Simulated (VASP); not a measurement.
# Si: single point with LDA

Crystal: Si.

```
Si
1.0
     0.00000    2.71547    2.74262
     2.71547    0.00000    2.74262
     2.71547    2.71547    0.00000
Si
2
Cartesian
  2.7155 2.7155 2.7426
  4.0732 4.0732 4.1139
```

This cell differs from its parent crystal: zz strain of +1 %.

```json
{
  "Program": "VASP 6.6.1",
  "Task": "single point",
  "Functional": "LDA",
  "Potentials or basis": "VASP PAW LDA potentials, release 64 (Si)",
  "Cutoff": "520 eV",
  "k mesh": "11 × 11 × 11",
  "Occupations": "fermi-dirac, width 0.08 eV",
  "Spin": "no spin polarisation",
  "Dipole correction": "no",
  "Further INCAR settings": "ALGO = Normal; EDIFF = 1e-07; NBANDS = 11"
}
```

```yaml
Pressure: -2.3 GPa
Band_gap_on_the_k_mesh: 0.46 eV, indirect (least direct gap 2.48 eV)
```

Stress tensor (GPa, compression positive):
```
-2.02  0.00  0.00
 0.00 -2.02  0.00
 0.00  0.00 -2.99
```

Levels at points of the mesh, in eV from the valence-band top:
| k point | band 1 | band 2 | band 3 | band 4 | band 5 | band 6 | band 7 | band 8 |
| --- | --- | --- | --- | --- | --- | --- | --- | --- |
| (0.00, 0.00, 0.00) | -11.91 | -0.07 | 0.00 | 0.00 | 2.48 | 2.48 | 2.52 | 3.07 |

Wall time 20 s on 1 thread of Intel(R) Xeon(R) 6975P-C (Granite Rapids), with other jobs on the host, peak memory 0.16 GiB.

Caveat: the cell differs from its parent crystal (zz strain of +1 %). A k mesh can miss the band edges.
